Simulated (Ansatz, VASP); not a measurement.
## One calculation of Co, two programs

POSCAR

```
Co
1.0
    2.4883712406      0.0000000000      0.0000000000
   -1.2441856203      2.1549927084      0.0000000000
    0.0000000000      0.0000000000      4.0477749493
Co
2
Direct
    0.6666666667      0.3333333333      0.7500000000
    0.3333333333      0.6666666667      0.2500000000
```

File INCAR.step1:

```
PREC     = Accurate       # precision mode
ENCUT    = 520            # plane-wave cutoff, eV
ISMEAR   = -1             # smearing method
SIGMA    = 0.05           # smearing width, eV
LREAL    = F              # projectors in reciprocal space
LASPH    = T              # aspherical terms in the spheres
NELM     = 150            # most SCF steps
ISPIN    = 2              # spin polarisation
MAGMOM   = 2 2            # initial moments
LMAXMIX  = 4              # l up to which the mixer works
NBANDS   = 20             # bands
GGA      = PE             # functional
ALGO     = Normal         # electronic algorithm
EDIFF    = 1E-4           # SCF threshold, eV
LWAVE    = T              # write WAVECAR
LCHARG   = F              # write CHGCAR
```

The input INCAR.step2:

```
PREC     = Accurate       # precision mode
ENCUT    = 520            # plane-wave cutoff, eV
EDIFF    = 1E-6           # SCF threshold, eV
ISMEAR   = -1             # smearing method
SIGMA    = 0.05           # smearing width, eV
LREAL    = F              # projectors in reciprocal space
LASPH    = T              # aspherical terms in the spheres
NELM     = 150            # most SCF steps
ALGO     = Normal         # electronic algorithm
ISIF     = 2              # what is computed and relaxed
LWAVE    = F              # write WAVECAR
LCHARG   = F              # write CHGCAR
ISPIN    = 2              # spin polarisation
MAGMOM   = 2 2            # initial moments
LORBIT   = 11             # projections on sites
LMAXMIX  = 4              # l up to which the mixer works
METAGGA  = R2SCAN         # meta-GGA
LMIXTAU  = T            
NBANDS   = 20             # bands
ISTART   = 1
```

File KPOINTS:

```
regular mesh
0
Gamma
  12 12 7
```

Contents of input.yaml:

```yaml
crystal:
  lattice:
    - [2.4883712406, 0.0, 0.0]
    - [-1.2441856203, 2.1549927084, 0.0]
    - [0.0, 0.0, 4.0477749493]
  atoms:
    - { symbol: Co, position: [0.6666666667, 0.3333333333, 0.75], spin: 2.0 }
    - { symbol: Co, position: [0.3333333333, 0.6666666667, 0.25], spin: 2.0 }
hamiltonian:
  xc: r2scan
  pseudopotentials: { kind: paw }
magnetization:
  spin_polarized: true
kpoints:
  mp_grid: { grid: [12, 12, 7] }
scf:
  occupations: { method: fermi_dirac, width: 0.05 }
output:
  forces: true
  stress: true
  eigenvalues: true
```

Alike in both runs: task single point; functional r2SCAN; k mesh 12 × 12 × 7; occupations fermi-dirac, width 0.05 eV; collinear spin.

|  | VASP | Ansatz |
| --- | --- | --- |
| version | VASP 6.6.1 | Ansatz 0.2.0 |
| potentials or method | VASP PAW PBE potentials, release 64 (Co) | Ansatz PAW |
| plane-wave cutoff (eV) | 520 | 500 |
| valence electrons in the cell | 18 | 34 |

VASP gave:

| Quantity | Value |
| --- | --- |
| gap on the k mesh at the Fermi level (eV) | none |
| pressure (GPa) | -4.2 |
| traceless stress, the component that is largest in VASP (GPa) | 0.75 |
| net moment per atom (μB) | 1.78 |
| size of the moment on the site where the two differ most (μB) | 1.85 |

**Question.** Which values does Ansatz return?

**Answer.** gap on the k mesh at the Fermi level (eV): none; pressure (GPa): -4.2; traceless stress, the component that is largest in VASP (GPa): 0.86; net moment per atom (μB): 1.79; size of the moment on the site where the two differ most (μB): 1.93.

VASP's potentials were made for PBE, not for r2SCAN. Site moments also hang on the region over which each program counts them. A gap of «none» marks a metal or a gap that the smearing closes. VASP's potentials hold 18 valence electrons a cell and Ansatz's 34, so a difference there can come from the potentials and not from the codes.

Noted on Ansatz's run: the magnetic or orbital state may not be the lowest.
